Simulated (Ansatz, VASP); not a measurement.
**Sr7RuO8: VASP beside Ansatz**

Contents of INCAR:

```
ALGO     = Normal         # electronic algorithm
EDIFF    = 1E-6           # SCF threshold, eV
ENCUT    = 600            # plane-wave cutoff, eV
GGA      = PS             # functional
GGA_COMPAT= False        
ISIF     = 2              # what is computed and relaxed
ISMEAR   = 0              # smearing method
ISPIN    = 2              # spin polarisation
LASPH    = True           # aspherical terms in the spheres
LCHARG   = True           # write CHGCAR
LDAU     = True           # DFT+U
LDAUJ    = 0 0 0        
LDAUL    = 2 -1 -1        # shell
LDAUPRINT= 1            
LDAUTYPE = 2            
LDAUU    = 2 0 0          # U, eV
LELF     = True           # ELF
LMAXMIX  = 4              # l up to which the mixer works
LORBIT   = 11             # projections on sites
LREAL    = False          # projectors in reciprocal space
LVHAR    = True         
LWAVE    = False          # write WAVECAR
MAGMOM   = 3.29 0 0 0 0 0 0 0.02 0 0.08 0.1 0.1 0.1 0.1 0.08 0 # initial moments
NBANDS   = 84             # bands
NELM     = 200            # most SCF steps
PREC     = Accurate       # precision mode
SIGMA    = 0.05           # smearing width, eV
```

Contents of KPOINTS:

```
k-points
0
Gamma
  3 3 3
```

Contents of POSCAR:

```
Sr7RuO8
1.0
    0.0000000000      5.1613200000      5.1613200000
    5.1613200000      0.0000000000      5.1613200000
    5.1613200000      5.1613200000      0.0000000000
Ru Sr O
1 7 8
Direct
    0.0000000000      1.0000000000      1.0000000000
    0.0000000000      0.0000000000      0.5000000000
    0.0000000000      0.5000000000      0.0000000000
    0.0000000000      0.5000000000      0.5000000000
    0.5000000000      0.0000000000      0.0000000000
    0.5000000000      0.0000000000      0.5000000000
    0.5000000000      0.5000000000      0.0000000000
    0.5000000000      0.5000000000      0.5000000000
    0.2500000000      0.2500000000      0.2500000000
    0.2473853934      0.2473853934      0.7526146066
    0.2473853934      0.7526146066      0.2473853934
    0.2473853934      0.7526146066      0.7526146066
    0.7526146066      0.2473853934      0.2473853934
    0.7526146066      0.2473853934      0.7526146066
    0.7526146066      0.7526146066      0.2473853934
    0.7500000000      0.7500000000      0.7500000000
```

Input for Ansatz:

```yaml
crystal:
  lattice:
    - [0.0, 5.16132, 5.16132]
    - [5.16132, 0.0, 5.16132]
    - [5.16132, 5.16132, 0.0]
  atoms:
    - { symbol: Ru, position: [0.0, 1.0, 1.0], spin: 4.0 }
    - { symbol: Sr, position: [0.0, 0.0, 0.5] }
    - { symbol: Sr, position: [0.0, 0.5, 0.0] }
    - { symbol: Sr, position: [0.0, 0.5, 0.5] }
    - { symbol: Sr, position: [0.5, 0.0, 0.0] }
    - { symbol: Sr, position: [0.5, 0.0, 0.5] }
    - { symbol: Sr, position: [0.5, 0.5, 0.0] }
    - { symbol: Sr, position: [0.5, 0.5, 0.5] }
    - { symbol: O, position: [0.25, 0.25, 0.25] }
    - { symbol: O, position: [0.2473853934, 0.2473853934, 0.7526146066] }
    - { symbol: O, position: [0.2473853934, 0.7526146066, 0.2473853934] }
    - { symbol: O, position: [0.2473853934, 0.7526146066, 0.7526146066] }
    - { symbol: O, position: [0.7526146066, 0.2473853934, 0.2473853934] }
    - { symbol: O, position: [0.7526146066, 0.2473853934, 0.7526146066] }
    - { symbol: O, position: [0.7526146066, 0.7526146066, 0.2473853934] }
    - { symbol: O, position: [0.75, 0.75, 0.75] }
basis:
  ecutwfc: 420
  ecutrho_ratio: 4
kpoints:
  mp_grid: { grid: [3, 3, 3] }
hamiltonian:
  xc: pbesol
  hubbard:
    sites:
      - { site: 0, l: d, u_eff: 2.0, starting_ns: [{ spin: up, occupation_matrix: s0up }, { spin: down, occupation_matrix: s0down }] }
    occupation_matrices:
      s0up:
        matrix:
          - [0.97, 0.0, 0.0, 0.0, 0.0]
          - [0.0, 0.97, 0.0, 0.0, 0.0]
          - [0.0, 0.0, 0.97, 0.0, 0.0]
          - [0.0, 0.0, 0.0, 0.97, 0.0]
          - [0.0, 0.0, 0.0, 0.0, 0.97]
      s0down:
        matrix:
          - [0.02, 0.0, 0.0, 0.0, 0.0]
          - [0.0, 0.73413, 0.41042, 0.0, 0.0]
          - [0.0, 0.41042, 0.25587, 0.0, 0.0]
          - [0.0, 0.0, 0.0, 0.02, 0.0]
          - [0.0, 0.0, 0.0, 0.0, 0.02]
    ns_hold: until_converged
scf:
  occupations: { method: gaussian, width: 0.05 }
  lower_state_search: "off"
  max_iter: 150
output:
  forces: true
  stress: true
  eigenvalues: true
  populations: true
  hubbard: { sites: [{ site: 0, l: d }] }
magnetization:
  spin_polarized: true
```

Alike in both runs: task single point; functional PBEsol; k mesh 3 × 3 × 3; occupations gaussian, width 0.05 eV; collinear spin; Hubbard terms Ru d U = 2.0 eV.

```csv
,VASP,Ansatz
version,VASP 6.6.1,Ansatz 0.2.0
potentials or method,"VASP PAW PBE potentials, release 64 (Ru_pv, Sr_sv, O), cutoff 600 eV","scalar-relativistic, plane waves, PAW"
valence electrons in the cell,132,134
```

|  | VASP | Ansatz | Ansatz less VASP |
| --- | --- | --- | --- |
| pressure (GPa) | -5.2 | -5.4 | -0.19 |
| traceless stress, the component that is largest in VASP (GPa) | 0.15 | 0.25 | +0.102 |
| rms of the force components (eV/Å) | 0.027 | 0.042 | +0.0150 |
| net moment per atom (μB) | 0.25 | 0.25 | 0.000 |
| size of the moment on the site where the two differ most (μB) | 3.27 | 2.99 | -0.277 |

VASP's potentials were made for PBE, not for PBEsol. Site moments also hang on the region over which each program counts them. The programs project onto different local orbitals, so the same U acts differently, and such runs can settle in different states. Atom by atom the forces differ by 0.033 eV/Å (rms over components). VASP's potentials hold 132 valence electrons a cell and Ansatz's 134, so a difference there can come from the potentials and not from the codes. Ansatz's warnings: symmetry narrowed by occupation matrices.
